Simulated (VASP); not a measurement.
# Pt in VASP: single point with PBE

Aim: the single point of Pt with PBE.

All numbers are computed with VASP 6.6.1; they aren't measurements. Logs are shortened: lines on timing, memory, paths and dates and some standing lists are left out, and cuts for length are marked.

## 1. The cell of the first run

The cell holds a slab with vacuum, 16 atoms: a = 5.615 Å, b = 5.615 Å, c = 23.876 Å, α = 90.00°, β = 90.00°, γ = 120.00°.

## 2. Single point, PBE

File INCAR:

```
SYSTEM = Pt
PREC = Accurate ; ENCUT = 520
EDIFF = 1E-7 ; ISMEAR = 0
SIGMA = 0.1 ; LREAL = Auto
LASPH = .True. ; NELM = 80
ALGO = Normal ; ISIF = 2
LWAVE = .False. ; LCHARG = .True.
LDIPOL = .True. ; IDIPOL = 3
DIPOL = 0.5 0.5 0.499 ; GGA = PE
LELF = .True. ; LVHAR = .True.
LVACPOTAV = .True. ; NBANDS = 94
```

File KPOINTS:

```
Automatic mesh
0
Gamma
  6 6 1
  0 0 0
```

File POSCAR:

```
Pt
1.0
    5.6145835605      0.0000000000      0.0000000000
   -2.8072917802      4.8623719950      0.0000000000
    0.0000000000      0.0000000000     23.8764324207
Pt
16
Direct
    0.3333333333      0.1666666667      0.3559995836
    0.3333333333      0.6666666667      0.3559995836
    0.8333333333      0.1666666667      0.3559995836
    0.8333333333      0.6666666667      0.3559995836
    0.6666666667      0.3333333333      0.4519998612
    0.6666666667      0.8333333333      0.4519998612
    0.1666666667      0.3333333333      0.4519998612
    0.1666666667      0.8333333333      0.4519998612
    0.0000000000      0.5000000000      0.5468143355
    0.0000000000      0.0000000000      0.5468143355
    0.5000000000      0.5000000000      0.5468143355
    0.5000000000      0.0000000000      0.5468143355
    0.3333333333      0.6666666667      0.6431299259
    0.3333333333      0.1666666667      0.6431299259
    0.8333333333      0.6666666667      0.6431299259
    0.8333333333      0.1666666667      0.6431299259
```

Potentials or basis: VASP PAW PBE potentials, release 64 (Pt).

On the command line:

```bash
cat potpaw_PBE.64/Pt/POTCAR > POTCAR
mpirun -np 1 vasp_std > vasp.out
```

OUTCAR:

```text
SYSTEM = Pt
   PREC = Accurate
   ENCUT = 520
   EDIFF = 1E-7
   ISMEAR = 0
   LREAL = Auto
   LASPH = .True.
   NELM = 80
   ISIF = 2
   GGA = PE

 ion  position               nearest neighbor table
   1  0.333  0.167  0.356-   7 2.81   2 2.81   2 2.81   4 2.81   4 2.81   3 2.81   3 2.81   8 2.81
                             5 2.81
   2  0.333  0.667  0.356-   8 2.81   1 2.81   1 2.81   3 2.81   3 2.81   4 2.81   4 2.81   7 2.81
                             6 2.81
   3  0.833  0.167  0.356-   5 2.81   4 2.81   4 2.81   2 2.81   2 2.81   1 2.81   1 2.81   6 2.81
                             7 2.81
   4  0.833  0.667  0.356-   6 2.81   3 2.81   3 2.81   1 2.81   1 2.81   2 2.81   2 2.81   5 2.81
                             8 2.81
   5  0.667  0.333  0.452-  12 2.78   9 2.78  11 2.78   3 2.81   6 2.81   6 2.81   8 2.81   8 2.81
                             7 2.81   7 2.81   4 2.81   1 2.81
   6  0.667  0.833  0.452-  11 2.78  10 2.78  12 2.78   4 2.81   5 2.81   5 2.81   7 2.81   7 2.81
                             8 2.81   8 2.81   3 2.81   2 2.81
   7  0.167  0.333  0.452-  10 2.78  11 2.78   9 2.78   1 2.81   8 2.81   8 2.81   6 2.81   6 2.81
                             5 2.81   5 2.81   2 2.81   3 2.81
   8  0.167  0.833  0.452-   9 2.78  12 2.78  10 2.78   2 2.81   7 2.81   7 2.81   5 2.81   5 2.81
                             6 2.81   6 2.81   1 2.81   4 2.81
   9  0.000  0.500  0.547-   8 2.78   5 2.78   7 2.78  10 2.81  10 2.81  12 2.81  12 2.81  11 2.81
                            11 2.81  16 2.81  13 2.81  15 2.81
  10  0.000  0.000  0.547-   7 2.78   6 2.78   8 2.78   9 2.81   9 2.81  11 2.81  11 2.81  12 2.81
                            12 2.81  15 2.81  14 2.81  16 2.81
  11  0.500  0.500  0.547-   6 2.78   7 2.78   5 2.78  12 2.81  12 2.81  10 2.81  10 2.81   9 2.81
                             9 2.81  14 2.81  15 2.81  13 2.81
  12  0.500  0.000  0.547-   5 2.78   8 2.78   6 2.78  11 2.81  11 2.81   9 2.81   9 2.81  10 2.81
                            10 2.81  13 2.81  16 2.81  14 2.81
  13  0.333  0.667  0.643-  14 2.81  14 2.81  16 2.81  16 2.81  15 2.81  15 2.81  12 2.81   9 2.81
                            11 2.81
  14  0.333  0.167  0.643-  13 2.81  13 2.81  15 2.81  15 2.81  16 2.81  16 2.81  11 2.81  10 2.81
                            12 2.81
  15  0.833  0.667  0.643-  16 2.81  16 2.81  14 2.81  14 2.81  13 2.81  13 2.81  10 2.81  11 2.81
                             9 2.81
  16  0.833  0.167  0.643-  15 2.81  15 2.81  13 2.81  13 2.81  14 2.81  14 2.81   9 2.81  12 2.81
                            10 2.81

  LATTYP: Found a hexagonal cell.
 ALAT       =     5.6145835605
 C/A-ratio  =     4.2525740624

  Lattice vectors:

 A1 = (   5.6145835605,   0.0000000000,   0.0000000000)
 A2 = (  -2.8072917802,   4.8623719950,   0.0000000000)
 A3 = (   0.0000000000,   0.0000000000,  23.8764324207)

Analysis of symmetry for initial positions (statically):
=====================================================================
 Subroutine PRICEL returns following result:

  LATTYP: Found a hexagonal cell.
 ALAT       =     2.8072917802
 C/A-ratio  =     8.5051481248

  Lattice vectors:

 A1 = (   2.8072917802,   0.0000000000,   0.0000000000)
 A2 = (  -1.4036458901,   2.4311859975,   0.0000000000)
 A3 = (   0.0000000000,   0.0000000000,  23.8764324207)

   4 primitive cells build up your supercell.

 Routine SETGRP: Setting up the symmetry group for a
 hexagonal supercell.

 Subroutine GETGRP returns: Found  6 space group operations
 (whereof  6 operations were pure point group operations)
 out of a pool of 24 trial point group operations.

The static configuration has the point symmetry C_3v.

Analysis of symmetry for dynamics (positions and initial velocities):
=====================================================================
 Subroutine PRICEL returns following result:

  LATTYP: Found a hexagonal cell.
 ALAT       =     2.8072917802
 C/A-ratio  =     8.5051481248

  Lattice vectors:

 A1 = (   2.8072917802,   0.0000000000,   0.0000000000)
 A2 = (  -1.4036458901,   2.4311859975,   0.0000000000)
 A3 = (   0.0000000000,   0.0000000000,  23.8764324207)

   4 primitive cells build up your supercell.

 Routine SETGRP: Setting up the symmetry group for a
 hexagonal supercell.

 Subroutine GETGRP returns: Found  6 space group operations
 (whereof  6 operations were pure point group operations)
 out of a pool of 24 trial point group operations.

The dynamic configuration has the point symmetry C_3v.

 Subroutine INISYM returns: Found  6 space group operations
 (whereof  6 operations are pure point group operations),
 and found     4 'primitive' translations

----------------------------------------------------------------------------------------

                                     Primitive cell

  volume of cell :     162.9578

  direct lattice vectors                    reciprocal lattice vectors
     2.807291780  0.000000000  0.000000000     0.356215199  0.205660941  0.000000000
    -1.403645890  2.431185998  0.000000000     0.000000000  0.411321882  0.000000000
     0.000000000  0.000000000 23.876432421     0.000000000  0.000000000  0.041882304

  length of vectors
     2.807291780  2.807291780 23.876432421     0.411321882  0.411321882  0.041882304

  position of ions in fractional coordinates (direct lattice)
     0.666666667  0.333333333  0.355999584
     0.333333333  0.666666667  0.451999861
     0.000000000  0.000000000  0.546814336
     0.666666667  0.333333333  0.643129926

  ion indices of the primitive-cell ions
   primitive index   ion index
                 1           1
                 2           7
                 3          12
                 4          14

----------------------------------------------------------------------------------------

 KPOINTS: Automatic mesh

Automatic generation of k-mesh.
 Grid dimensions read from file:
 generate k-points for:    6    6    1

 Generating k-lattice:

  Cartesian coordinates                     Fractional coordinates (reciprocal lattice)
     0.029684600  0.017138412  0.000000000     0.166666667 -0.000000000  0.000000000
     0.000000000  0.034276824  0.000000000     0.000000000  0.166666667  0.000000000
     0.000000000  0.000000000  0.041882304     0.000000000  0.000000000  1.000000000

  Length of vectors
     0.034276824  0.034276824  0.041882304

  Shift w.r.t. Gamma in fractional coordinates (k-lattice)
     0.000000000  0.000000000  0.000000000

 Subroutine IBZKPT returns following result:
 ===========================================

 Found      7 irreducible k-points:

 Following reciprocal coordinates:
            Coordinates               Weight
  0.000000  0.000000  0.000000      1.000000
  0.166667 -0.000000  0.000000      6.000000
  0.333333 -0.000000  0.000000      6.000000
  0.500000 -0.000000  0.000000      3.000000
  0.166667  0.166667  0.000000      6.000000
  0.333333  0.166667  0.000000     12.000000
  0.333333  0.333333  0.000000      2.000000
   k-points           NKPTS =      7   k-points in BZ     NKDIM =      7   number of bands    NBANDS=     94
   number of dos      NEDOS =    301   number of ions     NIONS =     16
   total plane-waves  NPLWV = 317520
   dimension x,y,z NGX =    42 NGY =   42 NGZ =  180
   dimension x,y,z NGXF=    84 NGYF=   84 NGZF=  360
   ions per type =              16
   NGX,Y,Z   is equivalent  to a cutoff of  12.44, 12.44, 12.53 a.u.
   NGXF,Y,Z  is equivalent  to a cutoff of  24.87, 24.87, 25.07 a.u.
 SYSTEM =  Pt
   PREC   = accura    normal or accurate (medium, high low for compatibility)
   ISTART =      0    job   : 0-new  1-cont  2-samecut
   ICHARG =      2    charge: 1-file 2-atom 10-const
   ISPIN  =      1    spin polarized calculation?
   LNONCOLLINEAR =      F non collinear calculations
   LSORBIT =      F    spin-orbit coupling
   LASPH  =      T    aspherical Exc in radial PAW
   ENCUT  =  520.0 eV  38.22 Ry    6.18 a.u.  10.44 10.44 44.39*2*pi/ulx,y,z
   NELM   =     80;   NELMIN=  2; NELMDL= -5     # of ELM steps
   EDIFF  = 0.1E-06   stopping-criterion for ELM
   LREAL  =      T    real-space projection
   EDIFFG = 0.1E-05   stopping-criterion for IOM
   NSW    =      0    number of steps for IOM
   IBRION =     -1    ionic relax: 0-MD 1-quasi-New 2-CG
   NFREE  =      0    steps in history (QN), initial steepest desc. (CG)
   ISIF   =      2    stress and relaxation
   ISYM   =      2    0-nonsym 1-usesym 2-fastsym
   POTIM  = 0.5000    time-step for ionic-motion
   TEBEG  =    0.0;   TEEND  =   0.0 temperature during run
   PSTRESS=    0.0 pullay stress
   NELECT =     160.0000    total number of electrons
   NUPDOWN=      -1.0000    fix difference up-down
   EMIN   =  10.00;   EMAX   =-10.00  energy-range for DOS
   EFERMI =   0.00;   METHOD = LEGACY
   ISMEAR =     0;   SIGMA  =   0.10  broadening in eV -4-tet -1-fermi 0-gaus
   EFERMI_NEDOS =   21; number of points for ismear=-14 and -15
   IALGO  =     38    algorithm
   IMIX   =      4    mixing-type and parameters
     AMIX     =   0.40;   BMIX     =  1.00
     AMIX_MAG =   1.60;   BMIX_MAG =  1.00
  volume/ion in A,a.u.               =      40.74       274.92
  Fermi-wavevector in a.u.,A,eV,Ry     =   1.025030  1.937025 14.295448  1.050686
  Thomas-Fermi vector in A             =   2.158848
   LORBIT       =      0    0 simple, 1 ext, 2 COOP (PROOUT), +10 PAW based schemes
   GGA     = PE    functional components
   LHFCALC =     F    Hartree Fock is set to
   AEXX    =    0.0000 exact exchange contribution
   IVDW    =     0    specifies the selected vdW correction
   LEPSILON=     F    determine dielectric tensor
   LRPA    =     F    only Hartree local field effects (RPA)
 non-spin polarized calculation
 Gauss-broadening in eV      SIGMA  =   0.10
  energy-cutoff  :      520.00
  volume of cell :      651.83
 maximum number of plane-waves:     17597
 NGX is ok and might be reduce to    42
   NGX = 21   NGY = 21   NGZ = 89

 dipolmoment           0.000000      0.000000     -0.003942 electrons x Angstroem

 number of electron     159.9999978 magnetization

 dipolmoment           0.000000      0.000000      0.000437 electrons x Angstroem

 Free energy of the ion-electron system (eV)
  ---------------------------------------------------
  ext. energy  EPLUGINS =         0.00000000
  ---------------------------------------------------
  free energy    TOTEN  =       -92.74777629 eV

  energy without entropy =      -92.61462593  energy(sigma->0) =      -92.68120111

 E-fermi :   0.4937     XC(G=0):  -5.8321

 val. band max:        0.4317404820   @ k =   0.3333   0.1667   0.0000
 cond. band min:       0.4950461233   @ k =   0.0000   0.0000   0.0000
 fundamental gap:      0.0633056413
 Fermi energy:         0.4937494441

 k-point     1 :       0.0000    0.0000    0.0000
  band No.  band energies     occupation
      1      -8.7910      2.00000
      2      -7.4438      2.00000
      3      -6.3197      2.00000
      4      -6.2608      2.00000
      5      -6.0440      2.00000
      6      -6.0440      2.00000
[... 84 lines left out ...]
     91       2.9043      0.00000
     92       3.2048      0.00000

 k-point     2 :       0.1667   -0.0000    0.0000
  band No.  band energies     occupation
      1      -8.5562      2.00000
      2      -7.2134      2.00000
      3      -6.0838      2.00000
      4      -6.0612      2.00000
      5      -6.0428      2.00000
      6      -5.8841      2.00000
[... 464 lines left out ...]
     91       3.4877      0.00000
     92       3.8740      0.00000

 k-point     7 :       0.3333    0.3333    0.0000
  band No.  band energies     occupation
      1      -6.4571      2.00000
      2      -6.4571      2.00000
      3      -6.4571      2.00000
      4      -5.4866      2.00000
      5      -5.4866      2.00000
      6      -5.4866      2.00000
[... 84 lines left out ...]
     91       3.4197      0.00000
     92       3.4197      0.00000
 [bands above 92 left out]

------------------------ aborting loop because EDIFF is reached ----------------------------------------

  FORCE on cell =-STRESS in cart. coord.  units (eV):
  Direction    XX          YY          ZZ          XY          YZ          ZX
  --------------------------------------------------------------------------------------
  -------------------------------------------------------------------------------------
  Total      -17.2896622    -17.2896622     -0.1337131     -0.0000000      0.0000000     -0.0000000
  in kB      -42.4973572    -42.4973572     -0.3286620     -0.0000000      0.0000000     -0.0000000
  external PRESSURE =     -28.4411255 kB  Pullay stress =       0.0000000 kB

 VOLUME and BASIS-vectors are now :
 -----------------------------------------------------------------------------
  energy-cutoff  :      520.00
  volume of cell :      651.83
      direct lattice vectors                 reciprocal lattice vectors
     5.614583560  0.000000000  0.000000000     0.178107599  0.102830470  0.000000000
    -2.807291780  4.862371995  0.000000000     0.000000000  0.205660941  0.000000000
     0.000000000  0.000000000 23.876432421     0.000000000  0.000000000  0.041882304

 POSITION                                       TOTAL-FORCE (eV/Angst)
 -----------------------------------------------------------------------------------
      1.40365      0.81040      8.50000         0.000000     -0.000000     -0.025500
     -0.00000      3.24158      8.50000         0.000000     -0.000000     -0.025500
      4.21094      0.81040      8.50000         0.000000     -0.000000     -0.025500
      2.80729      3.24158      8.50000         0.000000     -0.000000     -0.025500
      2.80729      1.62079     10.79214        -0.000000      0.000000      0.038378
      1.40365      4.05198     10.79214        -0.000000      0.000000      0.038378
[... 8 lines left out ...]
      2.80729      3.24158     15.35565        -0.000000     -0.000000     -0.017942
      4.21094      0.81040     15.35565        -0.000000     -0.000000     -0.017942
 -----------------------------------------------------------------------------------
    total drift:                                0.000000     -0.000000     -0.015233

  FREE ENERGIE OF THE ION-ELECTRON SYSTEM (eV)
  ---------------------------------------------------
  free  energy   TOTEN  =       -92.7477762940 eV

  energy  without entropy=      -92.6146259313  energy(sigma->0) =      -92.68120111

 vacuum level on the upper side and lower side of the slab         6.214         6.211
```

Wall time 29 min (1 thread of Intel Xeon Platinum 8259CL at 2.50GHz (Skylake/Cascade Lake), shared host); peak memory 0.77 GiB.

What came out:

```yaml
Free_energy: -92.7478 eV
Largest_force: 0.038 eV/Å
Band_gap_on_the_k_mesh: zero (band 80 reaches 1.02 eV, above the bottom of band 81 at 0.24 eV)
```

Forces on the atoms (eV/Å):
```
Pt   0.000  0.000 -0.025
Pt   0.000  0.000 -0.025
Pt   0.000  0.000 -0.025
Pt   0.000  0.000 -0.025
Pt   0.000  0.000  0.038
Pt   0.000  0.000  0.038
Pt   0.000  0.000  0.038
Pt   0.000  0.000  0.038
Pt   0.000  0.000  0.005
Pt   0.000  0.000  0.005
Pt   0.000  0.000  0.005
Pt   0.000  0.000  0.005
Pt   0.000  0.000 -0.018
Pt   0.000  0.000 -0.018
Pt   0.000  0.000 -0.018
Pt   0.000  0.000 -0.018
```

Levels at points of the mesh, in eV from the Fermi level:
```
           k point  band 77  band 78  band 79  band 80  band 81  band 82
(0.00, 0.00, 0.00)     0.25     0.25     0.52     0.52     0.52     0.56
(0.50, 0.00, 0.00)    -0.28    -0.28     0.06     0.06     0.07     0.07
```

Caveat: spin-orbit coupling is left out, which moves the levels of the heavy elements.
